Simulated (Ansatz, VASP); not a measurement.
**One calculation of AlNi, two programs**

INCAR

```
ALGO = Fast
EDIFF = 1E-6
ENCUT = 520
GGA = PS
ISIF = 2
ISMEAR = 0
LASPH = True
LCHARG = False
LREAL = False
LWAVE = False
NBANDS = 14
NELM = 60
PREC = Accurate
SIGMA = 0.15
```

Contents of KPOINTS:

```
k-points
0
Gamma
  20 20 20
```

File POSCAR:

```
AlNi
1.0
    1.9910081658     -1.9910295415      0.0000000000
    1.9910081658      1.9910295415      0.0000000000
    0.0000000000      0.0000000000      2.7833265466
Al Ni
1 1
Direct
    0.0000000000      0.0000000000      0.0000000000
    0.5000000000      0.5000000000      0.5000000000
```

Input for Ansatz:

```yaml
crystal:
  lattice:
    - [1.9910081658, -1.9910295415, 0.0]
    - [1.9910081658, 1.9910295415, 0.0]
    - [0.0, 0.0, 2.7833265466]
  atoms:
    - { symbol: Al, position: [0.0, 0.0, 0.0] }
    - { symbol: Ni, position: [0.5, 0.5, 0.5] }
basis:
  ecutwfc: 420
kpoints:
  mp_grid: { grid: [20, 20, 20] }
hamiltonian:
  xc: pbesol
scf:
  occupations: { method: gaussian, width: 0.15 }
output:
  forces: true
  stress: true
  eigenvalues: true
```

Change from the starting cell: strain -0.015 along x and y, -0.030 along z, atoms carried along.

Alike in both runs: task single point; functional PBEsol; k mesh 20 × 20 × 20; occupations gaussian, width 0.15 eV; no spin polarisation.

|  | VASP | Ansatz |
| --- | --- | --- |
| version | VASP 6.6.1 | Ansatz 0.2.0 |
| potentials or method | VASP PAW PBE potentials, release 64 (Al, Ni), cutoff 520 eV | scalar-relativistic, plane waves, PAW |
| valence electrons in the cell | 13 | 21 |

|  | VASP | Ansatz | Ansatz less VASP |
| --- | --- | --- | --- |
| gap on the k mesh at the Fermi level (eV) | none | none | - |
| pressure (GPa) | 12.2 | 12.0 | -0.18 |
| traceless stress, the component that is largest in VASP (GPa) | 0.73 | 0.72 | -0.014 |

VASP's potentials were made for PBE, not for PBEsol. A gap of «none» marks a metal or a gap that the smearing closes. VASP's potentials hold 13 valence electrons a cell and Ansatz's 21, so a difference there can come from the potentials and not from the codes. Ansatz's warnings: near symmetry operations not taken.
